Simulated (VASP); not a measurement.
# Au (P2_1/m) in VASP: a series of runs

Au is run at these levels: PBEsol; tasks: single point.

Program: VASP 6.6.1. These are calculated values, not measurements. Logs are shortened: lines on timing, memory, paths and dates and some standing lists are left out, and cuts for length are marked.

### 1 The cell of the first run

The structure is monoclinic, space group P2_1/m (No. 11). Conventional cell: a = 2.665 Å, b = 4.791 Å, c = 2.816 Å, α = 90.00°, β = 118.23°, γ = 90.00°. Au (site symmetry m) has 12 Au at 2.66 to 3.04 Å within 3.5 Å.

### 2 Single point, PBEsol (atoms displaced along a vibrational mode, the cell strained)

File INCAR:

```
PREC = Accurate
ENCUT = 520
EDIFF = 1E-6
ISMEAR = 0
SIGMA = 0.15
LREAL = F
LASPH = T
NELM = 60
ALGO = Fast
ISIF = 2
LWAVE = F
LCHARG = T
GGA = PS
LELF = T
LVHAR = T
NBANDS = 18
```

File KPOINTS:

```
regular mesh
0
Gamma
  18 18 10
```

File POSCAR:

```
Au
1.0
    2.6646271191      0.0000000000      0.0000000000
   -1.3323135595      2.4813277169      0.0000000000
    0.0000000000      0.0000000000      4.7905767359
Au
2
Direct
    0.2691142166      0.6666666667      0.7500000000
    0.7308857834      0.3333333333      0.2500000000
```

Potentials or basis: VASP PAW PBE potentials, release 64 (Au).

Launch:

```console
$ cat potpaw_PBE.64/Au/POTCAR > POTCAR
$ mpirun -np 1 vasp_std > vasp.out
```

OUTCAR:

```text
PREC = Accurate
   ENCUT = 520
   EDIFF = 1E-6
   ISMEAR = 0
   LREAL = F
   LASPH = T
   NELM = 60
   ISIF = 2
   GGA = PS

 ion  position               nearest neighbor table
   1  0.269  0.667  0.750-   2 2.72   2 2.72   2 2.93   2 2.93   2 3.04   2 3.04
   2  0.731  0.333  0.250-   1 2.72   1 2.72   1 2.93   1 2.93   1 3.04   1 3.04

  LATTYP: Found a base centered orthorhombic cell.
 ALAT       =     2.6646271191
 B/A-ratio  =     1.8624202232
 C/A-ratio  =     1.7978413195

  Lattice vectors:

 A1 = (   1.3323135595,  -2.4813277169,   0.0000000000)
 A2 = (   1.3323135596,   2.4813277169,   0.0000000000)
 A3 = (   0.0000000000,   0.0000000000,   4.7905767359)

Analysis of symmetry for initial positions (statically):
=====================================================================
 Subroutine PRICEL returns:
 Original cell was already a primitive cell.

 Routine SETGRP: Setting up the symmetry group for a
 base centered orthorhombic supercell.

 Subroutine GETGRP returns: Found  4 space group operations
 (whereof  2 operations were pure point group operations)
 out of a pool of  8 trial point group operations.

The static configuration has the point symmetry S_2 .
 The point group associated with its full space group is C_2h.

Analysis of symmetry for dynamics (positions and initial velocities):
=====================================================================
 Subroutine PRICEL returns:
 Original cell was already a primitive cell.

 Routine SETGRP: Setting up the symmetry group for a
 base centered orthorhombic supercell.

 Subroutine GETGRP returns: Found  4 space group operations
 (whereof  2 operations were pure point group operations)
 out of a pool of  8 trial point group operations.

The dynamic configuration has the point symmetry S_2 .
 The point group associated with its full space group is C_2h.

 Subroutine INISYM returns: Found  4 space group operations
 (whereof  2 operations are pure point group operations),
 and found     1 'primitive' translations

----------------------------------------------------------------------------------------

                                     Primitive cell

  volume of cell :      31.6744

  direct lattice vectors                    reciprocal lattice vectors
     2.664627119  0.000000000  0.000000000     0.375287031  0.201505024  0.000000000
    -1.332313559  2.481327717  0.000000000     0.000000000  0.403010047  0.000000000
     0.000000000  0.000000000  4.790576736     0.000000000  0.000000000  0.208743134

  length of vectors
     2.664627119  2.816388940  4.790576736     0.425963179  0.403010047  0.208743134

  position of ions in fractional coordinates (direct lattice)
     0.269114217  0.666666667  0.750000000
     0.730885783  0.333333333  0.250000000

  ion indices of the primitive-cell ions
   primitive index   ion index
                 1           1
                 2           2

----------------------------------------------------------------------------------------

 KPOINTS: regular mesh

Automatic generation of k-mesh.
 Grid dimensions read from file:
 generate k-points for:   18   18   10

 Generating k-lattice:

  Cartesian coordinates                     Fractional coordinates (reciprocal lattice)
     0.020849279  0.011194724  0.000000000     0.055555556 -0.000000000  0.000000000
     0.000000000  0.022389447  0.000000000     0.000000000  0.055555556  0.000000000
     0.000000000  0.000000000  0.020874313     0.000000000  0.000000000  0.100000000

  Length of vectors
     0.023664621  0.022389447  0.020874313

  Shift w.r.t. Gamma in fractional coordinates (k-lattice)
     0.000000000  0.000000000  0.000000000

 Subroutine IBZKPT returns following result:
 ===========================================

 Found    984 irreducible k-points:

 Following reciprocal coordinates:
            Coordinates               Weight
  0.000000  0.000000  0.000000      1.000000
  0.055556 -0.000000  0.000000      2.000000
  0.055556 -0.055556  0.000000      2.000000
  0.111111 -0.000000  0.000000      2.000000
  0.111111 -0.111111  0.000000      2.000000
  0.166667 -0.000000  0.000000      2.000000
[... 16 lines left out ...]
  0.111111  0.055556  0.000000      2.000000
  0.111111 -0.166667  0.000000      2.000000
 [... further k-points ...]
   k-points           NKPTS =    984   k-points in BZ     NKDIM =    984   number of bands    NBANDS=     18
   number of dos      NEDOS =    301   number of ions     NIONS =      2
   total plane-waves  NPLWV =  17280
   dimension x,y,z NGX =    20 NGY =   24 NGZ =   36
   dimension x,y,z NGXF=    40 NGYF=   48 NGZF=   72
   ions per type =               2
   NGX,Y,Z   is equivalent  to a cutoff of  12.48, 14.17, 12.49 a.u.
   NGXF,Y,Z  is equivalent  to a cutoff of  24.96, 28.33, 24.99 a.u.
 SYSTEM =  unknown system
   PREC   = accura    normal or accurate (medium, high low for compatibility)
   ISTART =      0    job   : 0-new  1-cont  2-samecut
   ICHARG =      2    charge: 1-file 2-atom 10-const
   ISPIN  =      1    spin polarized calculation?
   LNONCOLLINEAR =      F non collinear calculations
   LSORBIT =      F    spin-orbit coupling
   LASPH  =      T    aspherical Exc in radial PAW
   ENCUT  =  520.0 eV  38.22 Ry    6.18 a.u.   4.95  5.24  8.91*2*pi/ulx,y,z
   NELM   =     60;   NELMIN=  2; NELMDL= -5     # of ELM steps
   EDIFF  = 0.1E-05   stopping-criterion for ELM
   LREAL  =      F    real-space projection
   EDIFFG = 0.1E-04   stopping-criterion for IOM
   NSW    =      0    number of steps for IOM
   IBRION =     -1    ionic relax: 0-MD 1-quasi-New 2-CG
   NFREE  =      0    steps in history (QN), initial steepest desc. (CG)
   ISIF   =      2    stress and relaxation
   ISYM   =      2    0-nonsym 1-usesym 2-fastsym
   POTIM  = 0.5000    time-step for ionic-motion
   TEBEG  =    0.0;   TEEND  =   0.0 temperature during run
   PSTRESS=    0.0 pullay stress
   NELECT =      22.0000    total number of electrons
   NUPDOWN=      -1.0000    fix difference up-down
   EMIN   =  10.00;   EMAX   =-10.00  energy-range for DOS
   EFERMI =   0.00;   METHOD = LEGACY
   ISMEAR =     0;   SIGMA  =   0.15  broadening in eV -4-tet -1-fermi 0-gaus
   EFERMI_NEDOS =   21; number of points for ismear=-14 and -15
   IALGO  =     68    algorithm
[... 24 lines left out ...]
  ---------------------------------------------------
  ext. energy  EPLUGINS =         0.00000000
  ---------------------------------------------------
  free energy    TOTEN  =        -7.63185242 eV

  energy without entropy =       -7.62501549  energy(sigma->0) =       -7.62843396

 E-fermi :  10.5026     XC(G=0): -13.3128

 val. band max:       10.5012884403   @ k =   0.1111  -0.1111   0.0000
 cond. band min:      10.5076287620   @ k =   0.3333   0.1667   0.3000
 fundamental gap:      0.0063403216
 Fermi energy:        10.5025832191

 k-point     1 :       0.0000    0.0000    0.0000
  band No.  band energies     occupation
      1      -0.1760      2.00000
      2       2.3227      2.00000
      3       4.6971      2.00000
      4       4.9957      2.00000
      5       5.4007      2.00000
      6       6.1837      2.00000
[... 10 lines left out ...]
     17      29.2252      0.00000
     18      30.8024      0.00000

 k-point     2 :       0.0556   -0.0000    0.0000
  band No.  band energies     occupation
      1      -0.0606      2.00000
      2       2.4309      2.00000
      3       4.7390      2.00000
      4       5.0494      2.00000
      5       5.4457      2.00000
      6       6.1522      2.00000
[... 10 lines left out ...]
     17      28.6231      0.00000
     18      30.2066      0.00000

 k-point     3 :       0.0556   -0.0556    0.0000
  band No.  band energies     occupation
      1      -0.0629      2.00000
      2       2.4238      2.00000
      3       4.7277      2.00000
      4       5.0658      2.00000
      5       5.4468      2.00000
      6       6.1495      2.00000
[... 10 lines left out ...]
     17      28.8612      0.00000
     18      30.9096      0.00000

 k-point     4 :       0.1111   -0.0000    0.0000
  band No.  band energies     occupation
      1       0.2781      2.00000
      2       2.7410      2.00000
      3       4.8144      2.00000
      4       5.1887      2.00000
      5       5.5715      2.00000
      6       6.1160      2.00000
[... 10 lines left out ...]
     17      27.5282      0.00000
     18      28.9901      0.00000

 k-point     5 :       0.1111   -0.1111    0.0000
  band No.  band energies     occupation
      1       0.2670      2.00000
      2       2.7065      2.00000
      3       4.8051      2.00000
      4       5.2565      2.00000
      5       5.5518      2.00000
      6       6.0965      2.00000
[... 10 lines left out ...]
     17      27.9019      0.00000
     18      29.9923      0.00000

 k-point     6 :       0.1667   -0.0000    0.0000
  band No.  band energies     occupation
      1       0.8153      2.00000
      2       3.1951      2.00000
      3       4.8058      2.00000
      4       5.2991      2.00000
      5       5.7830      2.00000
      6       5.8443      2.00000
[... 10 lines left out ...]
     17      27.7930      0.00000
     18      27.8537      0.00000

 k-point     7 :       0.1667   -0.1667    0.0000
  band No.  band energies     occupation
      1       0.7812      2.00000
      2       3.0915      2.00000
      3       4.8899      2.00000
      4       5.4635      2.00000
      5       5.4919      2.00000
      6       5.6724      2.00000
[... 10 lines left out ...]
     17      27.1089      0.00000
     18      29.1156      0.00000

 k-point     8 :       0.2222   -0.0000    0.0000
  band No.  band energies     occupation
      1       1.5004      2.00000
      2       3.6145      2.00000
      3       4.8057      2.00000
      4       5.1943      2.00000
      5       5.3220      2.00000
      6       5.9083      2.00000
[... 10 lines left out ...]
     17      27.9241      0.00000
     18      28.3236      0.00000
[... 229 lines left out ...]
     17      24.0164      0.00000
     18      25.5643      0.00000

 k-point    20 :       0.0000    0.0556    0.0000
  band No.  band energies     occupation
      1      -0.0772      2.00000
      2       2.4060      2.00000
      3       4.6830      2.00000
      4       4.9882      2.00000
      5       5.4087      2.00000
      6       6.2466      2.00000
[... 10 lines left out ...]
     17      28.6106      0.00000
     18      30.1841      0.00000

 k-point    21 :       0.0556    0.0556    0.0000
  band No.  band energies     occupation
      1       0.1362      2.00000
      2       2.5979      2.00000
      3       4.7085      2.00000
      4       5.0308      2.00000
      5       5.4353      2.00000
      6       6.2906      2.00000
[... 10 lines left out ...]
     17      27.7356      0.00000
     18      29.1623      0.00000

 k-point    22 :       0.0556   -0.1111    0.0000
  band No.  band energies     occupation
      1       0.1295      2.00000
      2       2.5788      2.00000
      3       4.6828      2.00000
      4       5.0333      2.00000
      5       5.4731      2.00000
      6       6.2960      2.00000
[... 10 lines left out ...]
     17      28.2206      0.00000
     18      29.9824      0.00000

 k-point    23 :       0.1111    0.0556    0.0000
  band No.  band energies     occupation
      1       0.5646      2.00000
      2       2.9768      2.00000
      3       4.7163      2.00000
      4       5.2020      2.00000
      5       5.4590      2.00000
      6       6.0916      2.00000
[... 10 lines left out ...]
     17      28.0834      0.00000
     18      28.1340      0.00000

 k-point    24 :       0.1111   -0.1667    0.0000
  band No.  band energies     occupation
      1       0.5429      2.00000
      2       2.9162      2.00000
      3       4.7175      2.00000
      4       5.1338      2.00000
      5       5.5813      2.00000
      6       5.8081      2.00000
[... 10 lines left out ...]
     17      27.8046      0.00000
     18      29.4355      0.00000

 [... further k-points ...]

------------------------ aborting loop because EDIFF is reached ----------------------------------------

  FORCE on cell =-STRESS in cart. coord.  units (eV):
  Direction    XX          YY          ZZ          XY          YZ          ZX
  --------------------------------------------------------------------------------------
  -------------------------------------------------------------------------------------
  Total        5.2179742      2.5998315      2.8722673      0.2808985      0.0000000      0.0000000
  in kB      263.9393458    131.5065566    145.2871054     14.2086111      0.0000000      0.0000000
  external PRESSURE =     180.2443359 kB  Pullay stress =       0.0000000 kB

 VOLUME and BASIS-vectors are now :
 -----------------------------------------------------------------------------
  energy-cutoff  :      520.00
  volume of cell :       31.67
      direct lattice vectors                 reciprocal lattice vectors
     2.664627119  0.000000000  0.000000000     0.375287031  0.201505024  0.000000000
    -1.332313559  2.481327717  0.000000000     0.000000000  0.403010047  0.000000000
     0.000000000  0.000000000  4.790576736     0.000000000  0.000000000  0.208743134

 POSITION                                       TOTAL-FORCE (eV/Angst)
 -----------------------------------------------------------------------------------
     -0.17112      1.65422      3.59293         0.257121      0.249575      0.000000
      1.50343      0.82711      1.19764        -0.257121     -0.249575      0.000000
 -----------------------------------------------------------------------------------
    total drift:                                0.000000     -0.000000      0.000000

  FREE ENERGIE OF THE ION-ELECTRON SYSTEM (eV)
  ---------------------------------------------------
  free  energy   TOTEN  =        -7.6318524200 eV

  energy  without entropy=       -7.6250154930  energy(sigma->0) =       -7.62843396
```

Wall time 7.4 min (1 thread of Intel Xeon 8259CL, shared host); peak memory 0.53 GiB.

Results:

| Property | Result |
| --- | --- |
| Free energy | -7.6319 eV |
| Pressure | 18.0 GPa |
| Largest force | 0.358 eV/Å |
| Band gap on the k mesh | zero (bands 11 and 12 overlap by 6.84 eV) |

Forces in eV/Å, atoms in the order of the input:
```
Au   0.257  0.250  0.000
Au  -0.257 -0.250  0.000
```

Caveat: the cell differs from its parent crystal (atoms displaced along a vibrational mode, the cell strained); the cell stands under pressure; the PAW data sets were made with another functional, which shifts forces and pressure a little; spin-orbit coupling is left out, which moves the levels of the heavy elements.

### 3 Single point, PBEsol (atoms displaced along a vibrational mode, the cell strained)

File INCAR:

```
SYSTEM = Au
PREC = Accurate
ENCUT = 520
EDIFF = 1E-7
ISMEAR = 0
SIGMA = 0.15
LREAL = .FALSE.
LASPH = .TRUE.
NELM = 100
ALGO = Fast
ISIF = 2
LWAVE = .FALSE.
LCHARG = .FALSE.
GGA = PS
NBANDS = 18
```

File KPOINTS:

```
regular mesh
0
G
  18 18 10
  0 0 0
```

File POSCAR:

```
Au
1.0
    2.7649087848      0.0000000000      0.0000000000
   -1.3824543924      2.4813277169      0.0000000000
    0.0000000000      0.0000000000      4.7905767359
Au
2
Direct
    0.2048950999      0.6666666667      0.7500000000
    0.7951049001      0.3333333333      0.2500000000
```

Potentials or basis: VASP PAW PBE potentials, release 64 (Au).

Launch:

```console
$ cat potpaw_PBE.64/Au/POTCAR > POTCAR
$ mpirun -np 1 vasp_std > vasp.out
```

It took 7.8 min on 1 thread of Intel Xeon 8259CL, shared host; peak memory 0.55 GiB.

The run converged. Its results:

- Free energy: -7.6250 eV
- Pressure: 11.5 GPa
- Largest force: 0.816 eV/Å
- Band gap on the k mesh: zero (bands 11 and 12 overlap by 6.25 eV)

Forces in eV/Å, atoms in the order of the input:
```
Au   0.494  0.649  0.000
Au  -0.494 -0.649  0.000
```

Stress tensor (GPa, compression positive):
```
 8.71  1.92  0.00
 1.92  6.49  0.00
 0.00  0.00 19.28
```

Levels at points of the mesh, in eV from the Fermi level:
| k point | band 8 | band 9 | band 10 | band 11 | band 12 | band 13 | band 14 | band 15 |
| --- | --- | --- | --- | --- | --- | --- | --- | --- |
| (0.00, 0.00, 0.00) | -4.07 | -3.37 | -2.36 | -2.00 | -1.43 | 3.08 | 14.71 | 15.25 |
| (0.50, 0.00, 0.00) | -2.58 | -1.83 | -1.60 | 0.79 | 1.68 | 6.08 | 7.68 | 8.56 |
| (0.50, 0.50, 0.00) | -1.97 | -1.81 | -1.61 | -0.91 | 2.66 | 4.74 | 4.84 | 9.16 |
| (0.00, 0.50, 0.00) | -3.27 | -1.78 | -1.76 | 0.24 | 1.56 | 5.36 | 7.16 | 7.60 |
| (0.00, 0.00, 0.50) | -4.37 | -2.78 | -2.78 | -2.70 | -2.70 | 10.46 | 10.46 | 15.28 |
| (0.50, 0.00, 0.50) | -1.85 | -1.60 | -1.60 | 0.08 | 0.08 | 4.63 | 4.63 | 12.05 |
| (0.50, 0.50, 0.50) | -2.76 | -1.70 | -1.70 | 1.98 | 1.98 | 3.16 | 3.16 | 12.52 |
| (0.00, 0.50, 0.50) | -2.04 | -1.78 | -1.78 | 0.22 | 0.22 | 3.92 | 3.92 | 12.20 |

Caveat: the cell differs from its parent crystal (atoms displaced along a vibrational mode, the cell strained); the cell stands under pressure; the PAW data sets were made with another functional, which shifts forces and pressure a little; spin-orbit coupling is left out, which moves the levels of the heavy elements.

### 4 Single point, PBEsol (atoms displaced along a vibrational mode, the cell strained)

File INCAR:

```
SYSTEM = Au
  PREC = Accurate
  ENCUT = 520
  EDIFF = 1E-6
  ISMEAR = 0
  SIGMA = 0.15
  LREAL = .FALSE.
  LASPH = .TRUE.
  NELM = 100
  ALGO = Fast
  ISIF = 2
  LWAVE = .FALSE.
  LCHARG = .FALSE.
  GGA = PS
  NBANDS = 18
```

File KPOINTS:

```
Automatic mesh
0
G
  18 18 10
  0 0 0
```

File POSCAR:

```
Au
1.0
    2.7649087848      0.0000000000      0.0000000000
   -1.3824543924      2.4813277169      0.0000000000
    0.0000000000      0.0000000000      4.7905767359
Au
2
Direct
    0.2691142166      0.6666666667      0.7500000000
    0.7308857834      0.3333333333      0.2500000000
```

Launch:

```console
$ cat potpaw_PBE.64/Au/POTCAR > POTCAR
$ mpirun -np 1 vasp_std > vasp.out
```

Run time: 6.9 min. Hardware: 1 thread of Intel Xeon 8259CL, shared host; peak memory 0.55 GiB.

Results (log left out):

```
Free energy            : -7.7610 eV
Pressure               : 8.1 GPa
Largest force          : 0.337 eV/Å
Band gap on the k mesh : zero (bands 11 and 12 overlap by 6.66 eV)
```

Forces on the atoms (eV/Å):
```
Au   0.251  0.225  0.000
Au  -0.251 -0.225  0.000
```

Stress tensor (GPa, compression positive):
```
9.41 1.32 0.00
1.32 6.29 0.00
0.00 0.00 8.74
```

Levels at points of the mesh, in eV from the Fermi level:
```tsv
k point	band 8	band 9	band 10	band 11	band 12	band 13	band 14	band 15
(0.00, 0.00, 0.00)	-4.02	-2.93	-2.82	-1.83	-1.45	2.82	14.54	15.56
(0.50, 0.00, 0.00)	-2.21	-1.85	-1.54	1.17	1.33	6.80	6.84	9.30
(0.50, 0.50, 0.00)	-2.04	-1.72	-1.66	-0.19	2.38	5.19	5.87	8.58
(0.00, 0.50, 0.00)	-2.38	-1.82	-1.70	0.26	1.54	5.46	7.12	7.41
(0.00, 0.00, 0.50)	-4.43	-2.82	-2.82	-2.61	-2.61	10.54	10.54	15.10
(0.50, 0.00, 0.50)	-1.87	-1.57	-1.57	-0.10	-0.10	4.74	4.74	12.47
(0.50, 0.50, 0.50)	-3.00	-1.67	-1.67	1.24	1.24	3.82	3.82	13.25
(0.00, 0.50, 0.50)	-2.28	-1.74	-1.74	0.20	0.20	3.93	3.93	12.72
```

Caveat: the cell differs from its parent crystal (atoms displaced along a vibrational mode, the cell strained); the cell stands under pressure; the PAW data sets were made with another functional, which shifts forces and pressure a little; spin-orbit coupling is left out, which moves the levels of the heavy elements.

### 5 Summary

```csv
cell,further INCAR settings,gap on the mesh (eV),pressure (GPa),largest force (eV/Å)
"a = 2.665, b = 2.816, c = 4.791 Å, angles 90.0, 90.0, 118.2°, 2 atoms, atomic positions A",ALGO = Fast; EDIFF = 1e-06; NBANDS = 18,none,18.0,0.36
"a = 2.765, b = 2.840, c = 4.791 Å, angles 90.0, 90.0, 119.1°, 2 atoms, atomic positions B",ALGO = Fast; EDIFF = 1e-07; NBANDS = 18,none,11.5,0.82
"a = 2.765, b = 2.840, c = 4.791 Å, angles 90.0, 90.0, 119.1°, 2 atoms, atomic positions A",ALGO = Fast; EDIFF = 1e-06; NBANDS = 18,none,8.1,0.34
```

Alike in all rows: task single point; level PBEsol; potentials or basis VASP PAW PBE potentials, release 64 (Au); no spin polarisation; k mesh 18 × 18 × 10; cutoff (eV) 520; smearing gaussian 0.15 eV.

Caveats: the cell stands under pressure; the PAW data sets were made with another functional, which shifts forces and pressure a little; spin-orbit coupling is left out, which moves the levels of the heavy elements.

Absolute energies hang on the potentials; compare differences alone.
